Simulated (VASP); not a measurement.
Set up this calculation in VASP 6.6.1, as the native input.

- Task: single point
- Functional: PBEsol
- Potentials or basis: VASP PAW PBE potentials, release 64 (Ti_sv, Al)
- Cutoff: 500 eV
- k mesh: 12 × 12 × 4
- Occupations: gaussian, width 0.15 eV
- Spin: no spin polarisation
- Dipole correction: no
- Further INCAR settings: ALGO = Normal; EDIFF = 1e-06; NBANDS = 44

The structure of TiAl3 lies in POSCAR:

```
TiAl3
1.0
    0.0000000000     -3.9483448101      0.0000000000
    0.0000000000      0.0000000000     -3.9483448101
   13.8450344303      0.0000000000      0.0000000000
Ti Al
3 9
Direct
    0.0000000000      1.0000000000      0.2138717101
    0.0000000000      1.0000000000      0.4990530024
    0.0000000000      1.0000000000      0.7842342946
    0.5000000000      0.0000000000      0.0712810640
    0.5000000000      0.0000000000      0.3564623562
    0.5000000000      0.0000000000      0.6416436485
    0.0000000000      0.5000000000      0.0712810640
    0.0000000000      0.5000000000      0.3564623562
    0.0000000000      0.5000000000      0.6416436485
    0.5000000000      0.5000000000      0.7842342946
    0.5000000000      0.5000000000      0.2138717101
    0.5000000000      0.5000000000      0.4990530024
```

This cell differs from its parent crystal: the distance across one plane changed.

One way to write it, as run:

INCAR

```
ALGO = Normal
EDIFF = 1E-6
ENCUT = 500
GGA = PS
GGA_COMPAT = F
ISIF = 2
ISMEAR = 0
LASPH = T
LCHARG = F
LREAL = F
LWAVE = F
NBANDS = 44
NELM = 120
PREC = Accurate
SIGMA = 0.15
```

KPOINTS

```
k-points
0
Gamma
  12 12 4
```

Potentials or basis: VASP PAW PBE potentials, release 64 (Ti_sv, Al).

Command:

```sh
$ cat potpaw_PBE.64/Ti_sv/POTCAR potpaw_PBE.64/Al/POTCAR > POTCAR
$ mpirun -np 1 vasp_std > vasp.out
```

It gave:

* Pressure: -2.4 GPa
* Largest force: 0.767 eV/Å
* Band gap on the k mesh: zero (an odd number of electrons rules out a gap without spin polarisation)

Caveat: the cell differs from its parent crystal (the distance across one plane changed); the PAW data sets were made with another functional, which shifts forces and pressure a little.

Run time: 14 min on 1 thread of Intel(R) Xeon(R) Platinum 8488C (Sapphire Rapids), on a shared host, peak memory 0.66 GiB.
